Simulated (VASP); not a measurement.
# BN (P1) in VASP: further runs

Runs on BN. Level: PBE. Tasks: single point.

Everything below comes from runs of VASP 6.6.1. Logs are shortened: lines on timing, memory, paths and dates and some standing lists are left out, and cuts for length are marked.

## 1. The cell of the first run

The typed cell holds 4 atoms: a = 2.554 Å, b = 2.554 Å, c = 4.227 Å, α = 90.00°, β = 90.00°, γ = 120.00°.

## 2. Single point, PBE (all B atoms moved +0.150 Å, as atom 1 along Cartesian [1 1 1])

The input, INCAR:

```
  PREC = Accurate
  ENCUT = 520
  EDIFF = 1E-6
  ISMEAR = 0
  SIGMA = 0.05
  LREAL = F
  LASPH = T
  NELM = 100
  ALGO = Normal
  ISIF = 2
  LWAVE = F
  LCHARG = F
  GGA = PE
  NBANDS = 16
```

The input, KPOINTS:

```
Automatic mesh
0
Gamma
  12 12 6
```

The input, POSCAR:

```
BN
1.0
    2.5539396017      0.0000000000      0.0000000000
   -1.2769698009      2.2117765748      0.0000000000
    0.0000000000      0.0000000000      4.2268550000
B N
2 2
Direct
    0.7201536561      0.3724885271      1.0202126471
    0.3868203227      0.7058218604      0.5202126471
    0.6666666667      0.3333333333      0.6252760000
    0.3333333333      0.6666666667      0.1252760000
```

Potentials or basis: VASP PAW PBE potentials, release 64 (B, N).

The run is started by

```console
$ cat potpaw_PBE.64/B/POTCAR potpaw_PBE.64/N/POTCAR > POTCAR
$ mpirun -np 1 vasp_std > vasp.out
```

OUTCAR:

```text
PREC = Accurate
   ENCUT = 520
   EDIFF = 1E-6
   ISMEAR = 0
   LREAL = F
   LASPH = T
   NELM = 100
   ISIF = 2
   GGA = PE

 ion  position               nearest neighbor table
   1  0.720  0.372  0.020-   4 1.43   4 1.57   4 1.63   3 1.67
   2  0.387  0.706  0.520-   3 1.46   3 1.51   3 1.65   4 1.67
   3  0.667  0.333  0.625-   2 1.46   2 1.51   2 1.65   1 1.67
   4  0.333  0.667  0.125-   1 1.43   1 1.57   1 1.63   2 1.67

  LATTYP: Found a hexagonal cell.
 ALAT       =     2.5539396017
 C/A-ratio  =     1.6550332659

  Lattice vectors:

 A1 = (   2.5539396017,   0.0000000000,   0.0000000000)
 A2 = (  -1.2769698009,   2.2117765748,   0.0000000000)
 A3 = (   0.0000000000,   0.0000000000,   4.2268550000)

Analysis of symmetry for initial positions (statically):
=====================================================================
 Subroutine PRICEL returns:
 Original cell was already a primitive cell.

 Routine SETGRP: Setting up the symmetry group for a
 hexagonal supercell.

 Subroutine GETGRP returns: Found  1 space group operations
 (whereof  1 operations were pure point group operations)
 out of a pool of 24 trial point group operations.

The static configuration has the point symmetry C_1 .

Analysis of symmetry for dynamics (positions and initial velocities):
=====================================================================
 Subroutine PRICEL returns:
 Original cell was already a primitive cell.

 Routine SETGRP: Setting up the symmetry group for a
 hexagonal supercell.

 Subroutine GETGRP returns: Found  1 space group operations
 (whereof  1 operations were pure point group operations)
 out of a pool of 24 trial point group operations.

The dynamic configuration has the point symmetry C_1 .

 Subroutine INISYM returns: Found  1 space group operations
 (whereof  1 operations are pure point group operations),
 and found     1 'primitive' translations

----------------------------------------------------------------------------------------

                                     Primitive cell

  volume of cell :      23.8764

  direct lattice vectors                    reciprocal lattice vectors
[... 83 lines left out ...]
   ISTART =      0    job   : 0-new  1-cont  2-samecut
   ICHARG =      2    charge: 1-file 2-atom 10-const
   ISPIN  =      1    spin polarized calculation?
   LNONCOLLINEAR =      F non collinear calculations
   LSORBIT =      F    spin-orbit coupling
   LASPH  =      T    aspherical Exc in radial PAW
   ENCUT  =  520.0 eV  38.22 Ry    6.18 a.u.   4.75  4.75  7.86*2*pi/ulx,y,z
   NELM   =    100;   NELMIN=  2; NELMDL= -5     # of ELM steps
   EDIFF  = 0.1E-05   stopping-criterion for ELM
   LREAL  =      F    real-space projection
   EDIFFG = 0.1E-04   stopping-criterion for IOM
   NSW    =      0    number of steps for IOM
   IBRION =     -1    ionic relax: 0-MD 1-quasi-New 2-CG
   NFREE  =      0    steps in history (QN), initial steepest desc. (CG)
   ISIF   =      2    stress and relaxation
   ISYM   =      2    0-nonsym 1-usesym 2-fastsym
   POTIM  = 0.5000    time-step for ionic-motion
   TEBEG  =    0.0;   TEEND  =   0.0 temperature during run
   PSTRESS=    0.0 pullay stress
   NELECT =      16.0000    total number of electrons
   NUPDOWN=      -1.0000    fix difference up-down
   EMIN   =  10.00;   EMAX   =-10.00  energy-range for DOS
   EFERMI =   0.00;   METHOD = LEGACY
   ISMEAR =     0;   SIGMA  =   0.05  broadening in eV -4-tet -1-fermi 0-gaus
   EFERMI_NEDOS =   21; number of points for ismear=-14 and -15
   IALGO  =     38    algorithm
   IMIX   =      4    mixing-type and parameters
     AMIX     =   0.40;   BMIX     =  1.00
     AMIX_MAG =   1.60;   BMIX_MAG =  1.00
  volume/ion in A,a.u.               =       5.97        40.28
  Fermi-wavevector in a.u.,A,eV,Ry     =   1.432600  2.707222 27.923836  2.052344
  Thomas-Fermi vector in A             =   2.552210
   LORBIT       =      0    0 simple, 1 ext, 2 COOP (PROOUT), +10 PAW based schemes
   GGA     = PE    functional components
   LHFCALC =     F    Hartree Fock is set to
   AEXX    =    0.0000 exact exchange contribution
   IVDW    =     0    specifies the selected vdW correction
   LEPSILON=     F    determine dielectric tensor
   LRPA    =     F    only Hartree local field effects (RPA)
 non-spin polarized calculation
 Gauss-broadening in eV      SIGMA  =   0.05
  energy-cutoff  :      520.00
  volume of cell :       23.88
 maximum number of plane-waves:       660
   NGX =  9   NGY =  9   NGZ = 15

 number of electron      16.0000000 magnetization

 Free energy of the ion-electron system (eV)
  ---------------------------------------------------
  ext. energy  EPLUGINS =         0.00000000
  ---------------------------------------------------
  free energy    TOTEN  =       -34.25822993 eV

  energy without entropy =      -34.25822993  energy(sigma->0) =      -34.25822993

 E-fermi :   8.4493     XC(G=0): -12.7536

 val. band max:        8.1557587289   @ k =   0.0000   0.0000   0.0000
 cond. band min:      13.3305963436   @ k =   0.5000   0.0000   0.5000
 fundamental gap:      5.1748376147
 Fermi energy:         8.4492969911

 k-point     1 :       0.0000    0.0000    0.0000
  band No.  band energies     occupation
      1     -12.8924      2.00000
      2      -8.8085      2.00000
      3      -3.1859      2.00000
      4       4.6285      2.00000
      5       4.6983      2.00000
      6       7.1769      2.00000
[... 433 lines left out ...]
      3      -2.1260      2.00000
      4       1.6105      2.00000
      5       2.9295      2.00000
      6       4.5252      2.00000
[... 8 lines left out ...]
     15      21.7803      0.00000
     16      22.8751      0.00000

 [... further k-points ...]
[... 5 lines left out ...]
  --------------------------------------------------------------------------------------
  -------------------------------------------------------------------------------------
  Total        1.3664032      1.3327776      0.9156296      0.4620791      0.5255397      0.5272784
  in kB       91.6896323     89.4332579     61.4414078     31.0068524     35.2652455     35.3819127
  external PRESSURE =      80.8547660 kB  Pullay stress =       0.0000000 kB

 VOLUME and BASIS-vectors are now :
 -----------------------------------------------------------------------------
  energy-cutoff  :      520.00
  volume of cell :       23.88
      direct lattice vectors                 reciprocal lattice vectors
     2.553939602  0.000000000  0.000000000     0.391551938  0.226062617  0.000000000
    -1.276969801  2.211776575  0.000000000     0.000000000  0.452125233  0.000000000
     0.000000000  0.000000000  4.226855000     0.000000000  0.000000000  0.236582518

 POSITION                                       TOTAL-FORCE (eV/Angst)
 -----------------------------------------------------------------------------------
      1.36357      0.82386      0.08544        -3.085361     -2.468387     -1.953120
      0.08660      1.56112      2.19886        -1.850236     -2.462818     -1.873895
      1.27697      0.73726      2.64295         1.812271      2.463140      1.874470
     -0.00000      1.47452      0.52952         3.123325      2.468065      1.952545
 -----------------------------------------------------------------------------------
    total drift:                                0.000175      0.000171      0.000261

  FREE ENERGIE OF THE ION-ELECTRON SYSTEM (eV)
  ---------------------------------------------------
  free  energy   TOTEN  =       -34.2582299275 eV

  energy  without entropy=      -34.2582299275  energy(sigma->0) =      -34.25822993
```

OSZICAR:

```text
N       E                     dE             d eps       ncg     rms          rms(c)
DAV:   1     0.383621114296E+02    0.38362E+02   -0.83373E+03 13976   0.972E+02
DAV:   2    -0.340957969859E+02   -0.72458E+02   -0.67861E+02 19936   0.229E+02
DAV:   3    -0.363473343832E+02   -0.22515E+01   -0.22463E+01 15904   0.372E+01
DAV:   4    -0.363527463226E+02   -0.54119E-02   -0.54115E-02 17416   0.208E+00
DAV:   5    -0.363527617458E+02   -0.15423E-04   -0.15423E-04 15760   0.103E-01    0.982E+00
DAV:   6    -0.344257119188E+02    0.19270E+01   -0.24774E+00 17768   0.143E+01    0.458E+00
DAV:   7    -0.342879630484E+02    0.13775E+00   -0.34243E-01 18608   0.478E+00    0.281E+00
DAV:   8    -0.342592142613E+02    0.28749E-01   -0.58609E-02 17720   0.201E+00    0.271E-01
DAV:   9    -0.342579414388E+02    0.12728E-02   -0.28887E-03 16040   0.597E-01    0.145E-01
DAV:  10    -0.342582113490E+02   -0.26991E-03   -0.51855E-04 17456   0.187E-01    0.296E-02
DAV:  11    -0.342582267486E+02   -0.15400E-04   -0.39745E-05 17800   0.590E-02    0.170E-02
DAV:  12    -0.342582298088E+02   -0.30603E-05   -0.64738E-06 16432   0.246E-02    0.243E-03
DAV:  13    -0.342582299275E+02   -0.11863E-06   -0.27443E-07  8120   0.582E-03
   1 F= -.34258230E+02 E0= -.34258230E+02  d E =-.351187E-19
```

stdout:

```text
POSCAR found type information on POSCAR B N
 POSCAR found :  2 types and       4 ions
 scaLAPACK will be used
 LDA part: xc-table for (Slater+PW92), standard interpolation
 POSCAR, INCAR and KPOINTS ok, starting setup
 FFT: planning ... GRIDC
 FFT: planning ... GRID_SOFT
 FFT: planning ... GRID
 WAVECAR not read
 entering main loop
```

Run time: 4.5 min. Hardware: 1 thread of AMD EPYC 7R13, shared host; peak memory 0.21 GiB.

What came out:

* Free energy: -34.2582 eV
* Pressure: 8.1 GPa
* Largest force: 4.434 eV/Å
* Band gap on the k mesh: 5.17 eV, indirect (least direct gap 7.08 eV)

Forces on the atoms (eV/Å):
```
B   -3.085 -2.468 -1.953
B   -1.850 -2.463 -1.874
N    1.812  2.463  1.874
N    3.123  2.468  1.953
```

Levels at points of the mesh, in eV from the valence-band top:
```tsv
k point	band 6	band 7	band 8	band 9	band 10	band 11
(0.00, 0.00, 0.00)	-0.98	-0.76	0.00	7.08	7.29	7.39
(0.50, 0.00, 0.00)	-6.04	-4.52	-3.32	5.86	7.29	10.47
(0.00, 0.50, 0.00)	-5.84	-4.60	-3.18	5.64	7.00	10.13
(0.50, 0.50, 0.00)	-5.65	-4.69	-3.05	5.43	6.73	9.95
(0.00, 0.00, 0.50)	-3.11	-1.18	-1.13	7.38	7.63	8.33
(0.50, 0.00, 0.50)	-4.39	-3.76	-3.70	5.17	5.96	8.27
(0.00, 0.50, 0.50)	-4.63	-3.59	-3.57	5.22	5.76	8.18
(0.50, 0.50, 0.50)	-4.90	-3.47	-3.45	5.31	5.50	8.25
```

Caveat: the cell differs from its parent crystal (all B atoms moved +0.150 Å, as atom 1 along Cartesian [1 1 1]); forces of over 1 eV/Å act on the atoms, so gaps and moduli don't describe the material at rest. A k mesh can miss the band edges.

## 3. Single point, PBE (all B atoms moved -0.100 Å, as atom 1 along Cartesian [1 1 1])

The input, INCAR:

```
SYSTEM = BN
ALGO     = Normal         ! electronic algorithm
EDIFF    = 1E-7           ! SCF threshold, eV
ENCUT    = 520            ! plane-wave cutoff, eV
GGA      = PE             ! functional
ISIF     = 2              ! what is computed and relaxed
ISMEAR   = 0              ! smearing method
LASPH    = .True.         ! aspherical terms in the spheres
LCHARG   = .True.         ! write CHGCAR
LELF     = .True.         ! ELF
LREAL    = .False.        ! projectors in reciprocal space
LVHAR    = .True.       
LWAVE    = .False.        ! write WAVECAR
NBANDS   = 16             ! bands
NELM     = 100            ! most SCF steps
PREC     = Accurate       ! precision mode
SIGMA    = 0.05           ! smearing width, eV
```

The input, KPOINTS:

```
k-points
0
Gamma
  12 12 6
  0 0 0
```

POSCAR, as its differences from that of step 2:

```diff
@@ -8,4 +8,4 @@
 Direct
-    0.7201536561      0.3724885271      1.0202126471
-    0.3868203227      0.7058218604      0.5202126471
+    0.6310086737      0.3072298708      0.9860649019
+    0.2976753404      0.6405632041      0.4860649019
     0.6666666667      0.3333333333      0.6252760000
```

Potentials or basis: VASP PAW PBE potentials, release 64 (B, N).

The run is started by

```console
$ cat potpaw_PBE.64/B/POTCAR potpaw_PBE.64/N/POTCAR > POTCAR
$ mpirun -np 1 vasp_std > vasp.out
```

Run time: 4.4 min. Hardware: 1 thread of AMD EPYC 7R13, shared host; peak memory 0.21 GiB.

Results (log left out):

```yaml
Free_energy: -34.6072 eV
Pressure: 2.3 GPa
Largest_force: 2.289 eV/Å
Band_gap_on_the_k_mesh: 4.02 eV, indirect (least direct gap 7.46 eV)
```

Forces on the atoms (eV/Å):
```
B    1.022  1.220  1.323
B    1.419  1.220  1.302
N   -1.434 -1.220 -1.302
N   -1.007 -1.220 -1.324
```

Stress tensor (GPa, compression positive):
```
 2.24  1.13 -1.61
 1.13  2.21 -1.61
-1.61 -1.61  2.34
```

Levels at points of the mesh, in eV from the valence-band top:
```tsv
k point	band 6	band 7	band 8	band 9	band 10	band 11
(0.00, 0.00, 0.00)	-1.50	-0.11	0.00	7.57	7.58	8.66
(0.50, 0.00, 0.00)	-5.33	-5.28	-2.20	6.21	7.06	9.23
(0.00, 0.50, 0.00)	-5.34	-5.23	-2.16	6.11	6.94	9.15
(0.50, 0.50, 0.00)	-5.35	-5.17	-2.12	6.01	6.83	9.10
(0.00, 0.00, 0.50)	-2.01	-0.92	-0.90	8.19	8.40	8.86
(0.50, 0.00, 0.50)	-4.25	-4.22	-3.72	5.83	6.22	9.23
(0.00, 0.50, 0.50)	-4.43	-3.93	-3.62	5.83	6.11	9.26
(0.50, 0.50, 0.50)	-4.62	-3.70	-3.60	5.87	5.97	9.39
```

Caveat: the cell differs from its parent crystal (all B atoms moved -0.100 Å, as atom 1 along Cartesian [1 1 1]); forces of over 1 eV/Å act on the atoms, so gaps and moduli don't describe the material at rest. A k mesh can miss the band edges.
